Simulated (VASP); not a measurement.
# GaP (F-43m) in VASP: notebook, part 2 of 2

VASP 6.6.1. The steps go on from the part before.

## (4) Single point, PBEsol

This run uses another cell than the first one, of 19.66 Å³/atom.

INCAR

```
SYSTEM = GaP
  ALGO = Normal
  EDIFF = 1E-6
  ENCUT = 520
  GGA = PS
  ISIF = 2
  ISMEAR = 0
  LASPH = .TRUE.
  LCHARG = .FALSE.
  LREAL = .FALSE.
  LWAVE = .FALSE.
  NBANDS = 16
  NELM = 60
  PREC = Accurate
  SIGMA = 0.01
```

KPOINTS

```
k-points
0
G
  8 8 8
  0 0 0
```

POSCAR

```
GaP
1.0
    0.0000000000      2.6988626523      2.6988626523
    2.6988626523      0.0000000000      2.6988626523
    2.6988626523      2.6988626523      0.0000000000
Ga P
1 1
Direct
    0.0000000000      0.0000000000      0.0000000000
    0.7500000000      0.7500000000      0.7500000000
```

Potentials or basis: VASP PAW PBE potentials, release 64 (Ga_d, P).

Command:

```console
cat potpaw_PBE.64/Ga_d/POTCAR potpaw_PBE.64/P/POTCAR > POTCAR
mpirun -np 1 vasp_std > vasp.out
```

OUTCAR:

```text
SYSTEM = GaP
   EDIFF = 1E-6
   ENCUT = 520
   GGA = PS
   ISIF = 2
   ISMEAR = 0
   LASPH = .TRUE.
   LREAL = .FALSE.
   NELM = 60
   PREC = Accurate

 ion  position               nearest neighbor table
   1  0.000  0.000  0.000-   2 2.34   2 2.34   2 2.34   2 2.34
   2  0.750  0.750  0.750-   1 2.34   1 2.34   1 2.34   1 2.34

  LATTYP: Found a face centered cubic cell.
 ALAT       =     5.3977253046

  Lattice vectors:

 A1 = (   0.0000000000,   2.6988626523,   2.6988626523)
 A2 = (   2.6988626523,   0.0000000000,   2.6988626523)
 A3 = (   2.6988626523,   2.6988626523,   0.0000000000)

Analysis of symmetry for initial positions (statically):
=====================================================================
 Subroutine PRICEL returns:
 Original cell was already a primitive cell.

 Routine SETGRP: Setting up the symmetry group for a
 face centered cubic supercell.

 Subroutine GETGRP returns: Found 24 space group operations
 (whereof 24 operations were pure point group operations)
 out of a pool of 48 trial point group operations.

The static configuration has the point symmetry T_d .

Analysis of symmetry for dynamics (positions and initial velocities):
=====================================================================
 Subroutine PRICEL returns:
 Original cell was already a primitive cell.

 Routine SETGRP: Setting up the symmetry group for a
 face centered cubic supercell.

 Subroutine GETGRP returns: Found 24 space group operations
 (whereof 24 operations were pure point group operations)
 out of a pool of 48 trial point group operations.

The dynamic configuration has the point symmetry T_d .

 Subroutine INISYM returns: Found 24 space group operations
 (whereof 24 operations are pure point group operations),
 and found     1 'primitive' translations

----------------------------------------------------------------------------------------

                                     Primitive cell

  volume of cell :      39.3163

  direct lattice vectors                    reciprocal lattice vectors
     0.000000000  2.698862652  2.698862652    -0.185263225  0.185263225  0.185263225
     2.698862652  0.000000000  2.698862652     0.185263225 -0.185263225  0.185263225
     2.698862652  2.698862652  0.000000000     0.185263225  0.185263225 -0.185263225

  length of vectors
     3.816768166  3.816768166  3.816768166     0.320885319  0.320885319  0.320885319

  position of ions in fractional coordinates (direct lattice)
     0.000000000  0.000000000  0.000000000
     0.750000000  0.750000000  0.750000000

  ion indices of the primitive-cell ions
   primitive index   ion index
                 1           1
                 2           2

----------------------------------------------------------------------------------------

 KPOINTS: k-points

Automatic generation of k-mesh.
 Grid dimensions read from file:
 generate k-points for:    8    8    8

 Generating k-lattice:

  Cartesian coordinates                     Fractional coordinates (reciprocal lattice)
    -0.023157903  0.023157903  0.023157903     0.125000000  0.000000000  0.000000000
     0.023157903 -0.023157903  0.023157903     0.000000000  0.125000000  0.000000000
     0.023157903  0.023157903 -0.023157903     0.000000000  0.000000000  0.125000000

  Length of vectors
     0.040110665  0.040110665  0.040110665

  Shift w.r.t. Gamma in fractional coordinates (k-lattice)
     0.000000000  0.000000000  0.000000000

 Subroutine IBZKPT returns following result:
 ===========================================

 Found     29 irreducible k-points:

 Following reciprocal coordinates:
            Coordinates               Weight
  0.000000  0.000000  0.000000      1.000000
  0.125000  0.000000  0.000000      8.000000
  0.250000  0.000000  0.000000      8.000000
  0.375000  0.000000  0.000000      8.000000
  0.500000  0.000000  0.000000      4.000000
  0.125000  0.125000  0.000000      6.000000
[... 16 lines left out ...]
  0.500000  0.250000  0.125000     48.000000
 -0.375000  0.250000  0.125000     24.000000
 [... further k-points ...]
   k-points           NKPTS =     29   k-points in BZ     NKDIM =     29   number of bands    NBANDS=     16
   number of dos      NEDOS =    301   number of ions     NIONS =      2
   total plane-waves  NPLWV =  21952
   dimension x,y,z NGX =    28 NGY =   28 NGZ =   28
   dimension x,y,z NGXF=    56 NGYF=   56 NGZF=   56
   ions per type =               1   1
   NGX,Y,Z   is equivalent  to a cutoff of  12.20, 12.20, 12.20 a.u.
   NGXF,Y,Z  is equivalent  to a cutoff of  24.39, 24.39, 24.39 a.u.
 SYSTEM =  GaP
   PREC   = accura    normal or accurate (medium, high low for compatibility)
   ISTART =      0    job   : 0-new  1-cont  2-samecut
   ICHARG =      2    charge: 1-file 2-atom 10-const
   ISPIN  =      1    spin polarized calculation?
   LNONCOLLINEAR =      F non collinear calculations
   LSORBIT =      F    spin-orbit coupling
   LASPH  =      T    aspherical Exc in radial PAW
   ENCUT  =  520.0 eV  38.22 Ry    6.18 a.u.   7.10  7.10  7.10*2*pi/ulx,y,z
   NELM   =     60;   NELMIN=  2; NELMDL= -5     # of ELM steps
   EDIFF  = 0.1E-05   stopping-criterion for ELM
   LREAL  =      F    real-space projection
   EDIFFG = 0.1E-04   stopping-criterion for IOM
   NSW    =      0    number of steps for IOM
   IBRION =     -1    ionic relax: 0-MD 1-quasi-New 2-CG
   NFREE  =      0    steps in history (QN), initial steepest desc. (CG)
   ISIF   =      2    stress and relaxation
   ISYM   =      2    0-nonsym 1-usesym 2-fastsym
   POTIM  = 0.5000    time-step for ionic-motion
   TEBEG  =    0.0;   TEEND  =   0.0 temperature during run
   PSTRESS=    0.0 pullay stress
   NELECT =      18.0000    total number of electrons
   NUPDOWN=      -1.0000    fix difference up-down
   EMIN   =  10.00;   EMAX   =-10.00  energy-range for DOS
   EFERMI =   0.00;   METHOD = LEGACY
   ISMEAR =     0;   SIGMA  =   0.01  broadening in eV -4-tet -1-fermi 0-gaus
   EFERMI_NEDOS =   21; number of points for ismear=-14 and -15
   IALGO  =     38    algorithm
   IMIX   =      4    mixing-type and parameters
     AMIX     =   0.40;   BMIX     =  1.00
     AMIX_MAG =   1.60;   BMIX_MAG =  1.00
  volume/ion in A,a.u.               =      19.66       132.66
  Fermi-wavevector in a.u.,A,eV,Ry     =   1.261755  2.384370 21.660809  1.592025
  Thomas-Fermi vector in A             =   2.395198
   LORBIT       =      0    0 simple, 1 ext, 2 COOP (PROOUT), +10 PAW based schemes
   GGA     = PS    functional components
   LHFCALC =     F    Hartree Fock is set to
   AEXX    =    0.0000 exact exchange contribution
   IVDW    =     0    specifies the selected vdW correction
   LEPSILON=     F    determine dielectric tensor
   LRPA    =     F    only Hartree local field effects (RPA)
 non-spin polarized calculation
 Gauss-broadening in eV      SIGMA  =   0.01
  energy-cutoff  :      520.00
  volume of cell :       39.32
 maximum number of plane-waves:      1067
   NGX = 15   NGY = 15   NGZ = 15

 number of electron      18.0000001 magnetization

 Free energy of the ion-electron system (eV)
  ---------------------------------------------------
  ext. energy  EPLUGINS =         0.00000000
  ---------------------------------------------------
  free energy    TOTEN  =        -9.91585759 eV

  energy without entropy =       -9.91585759  energy(sigma->0) =       -9.91585759

 E-fermi :   4.9524     XC(G=0): -10.1540

 val. band max:        4.8715917794   @ k =   0.0000   0.0000   0.0000
 cond. band min:       6.3262362480   @ k =   0.5000   0.5000   0.0000
 fundamental gap:      1.4546444686
 Fermi energy:         4.9524103805

 k-point     1 :       0.0000    0.0000    0.0000
  band No.  band energies     occupation
      1      -9.7234      2.00000
      2      -9.7234      2.00000
      3      -9.7234      2.00000
      4      -9.6133      2.00000
      5      -9.6133      2.00000
      6      -7.8773      2.00000
[... 8 lines left out ...]
     15      14.6848      0.00000
     16      14.6848      0.00000
[... 419 lines left out ...]
 k-point    24 :      -0.3750    0.2500    0.1250
  band No.  band energies     occupation
      1      -9.8223      2.00000
      2      -9.6893      2.00000
      3      -9.6757      2.00000
      4      -9.6195      2.00000
      5      -9.6053      2.00000
      6      -5.2611      2.00000
[... 8 lines left out ...]
     15      16.8726      0.00000
     16      17.4817      0.00000

 [... further k-points ...]

------------------------ aborting loop because EDIFF is reached ----------------------------------------

  FORCE on cell =-STRESS in cart. coord.  units (eV):
  Direction    XX          YY          ZZ          XY          YZ          ZX
  --------------------------------------------------------------------------------------
  -------------------------------------------------------------------------------------
  Total        0.4701253      0.4701253      0.4701253     -0.0000000     -0.0000000      0.0000000
  in kB       19.1580762     19.1580762     19.1580762     -0.0000000     -0.0000000      0.0000000
  external PRESSURE =      19.1580762 kB  Pullay stress =       0.0000000 kB

 VOLUME and BASIS-vectors are now :
 -----------------------------------------------------------------------------
  energy-cutoff  :      520.00
  volume of cell :       39.32
      direct lattice vectors                 reciprocal lattice vectors
     0.000000000  2.698862652  2.698862652    -0.185263225  0.185263225  0.185263225
     2.698862652  0.000000000  2.698862652     0.185263225 -0.185263225  0.185263225
     2.698862652  2.698862652  0.000000000     0.185263225  0.185263225 -0.185263225

 POSITION                                       TOTAL-FORCE (eV/Angst)
 -----------------------------------------------------------------------------------
      0.00000      0.00000      0.00000         0.000000      0.000000      0.000000
      4.04829      4.04829      4.04829        -0.000000     -0.000000     -0.000000
 -----------------------------------------------------------------------------------
    total drift:                               -0.000000     -0.000000     -0.000000

  FREE ENERGIE OF THE ION-ELECTRON SYSTEM (eV)
  ---------------------------------------------------
  free  energy   TOTEN  =        -9.9158575868 eV

  energy  without entropy=       -9.9158575868  energy(sigma->0) =       -9.91585759
```

It took 31 s on 1 thread of Intel Xeon 8259CL, shared host; peak memory 0.16 GiB.

What came out:

```
Free energy            : -9.9159 eV
Pressure               : 1.9 GPa
Band gap on the k mesh : 1.45 eV (least direct gap 1.99 eV)
```

Caveat: the PAW data sets were made with another functional, which shifts forces and pressure a little. A k mesh can miss the band edges.

## (5) Summary

```csv
cell,gap on the mesh (eV),pressure (GPa)
"a = 3.791 Å, angles 60.0°, 2 atoms",1.41,3.9
"a = 3.831 Å, angles 60.0°, 2 atoms",1.48,0.9
"a = 3.817 Å, angles 60.0°, 2 atoms",1.45,1.9
```

Alike in all rows: task single point; level PBEsol; potentials or basis VASP PAW PBE potentials, release 64 (Ga_d, P); no spin polarisation; k mesh 8 × 8 × 8; cutoff (eV) 520; smearing gaussian 0.01 eV.

Caveats: the PAW data sets were made with another functional, which shifts forces and pressure a little; the cell stands under pressure (at least some runs).

Absolute energies hang on the potentials; compare differences alone.
